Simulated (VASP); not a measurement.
Al2O3: single point with LDA

The system is Al2O3.

```
CELL_PARAMETERS angstrom
2.83803 0.00000 0.00000
-1.41901 2.45780 0.00000
0.00000 0.00000 9.18688
ATOMIC_POSITIONS crystal
Al 0.00000 0.00000 0.14941
Al 0.00000 0.00000 0.85059
O 0.33333 0.66667 0.22207
O 0.66667 0.33333 0.00000
O 0.33333 0.66667 0.77793
```

```yaml
Program: VASP 6.6.1
Task: single point
Functional: LDA
Potentials_or_basis: VASP PAW LDA potentials, release 64 (Al, O)
Cutoff: 520 eV
k_mesh: 12 × 12 × 2
Occupations: methfessel-paxton, width 0.1 eV
Spin: no spin polarisation
Dipole_correction: no
Further_INCAR_settings: ALGO = Normal; EDIFF = 1e-07; NBANDS = 20
```

```yaml
Pressure: 0.7 GPa
Largest_force: 0.039 eV/Å
Band_gap_on_the_k_mesh: 5.15 eV (least direct gap 5.43 eV)
```

Forces on the atoms (eV/Å):
```
Al   0.000  0.000 -0.010
Al   0.000  0.000  0.010
O    0.000  0.000  0.039
O    0.000  0.000  0.000
O    0.000  0.000 -0.039
```

Stress tensor (GPa, compression positive):
```
1.04 0.00 0.00
0.00 1.04 0.00
0.00 0.00 0.10
```

Levels at points of the mesh, in eV from the valence-band top:
```tsv
k point	band 10	band 11	band 12	band 13	band 14	band 15
(0.00, 0.00, 0.00)	-0.60	-0.60	-0.28	5.15	7.62	8.24
(0.50, 0.00, 0.00)	-1.09	-0.85	-0.58	7.91	9.14	9.17
(0.00, 0.00, 0.50)	-0.60	-0.60	-0.33	5.30	7.30	8.19
(0.50, 0.00, 0.50)	-1.09	-0.86	-0.56	7.92	9.09	9.23
```

It took 69 s on 1 thread of Intel Xeon 8259CL (shared host), peak memory 0.18 GiB.

A k mesh can miss the band edges.
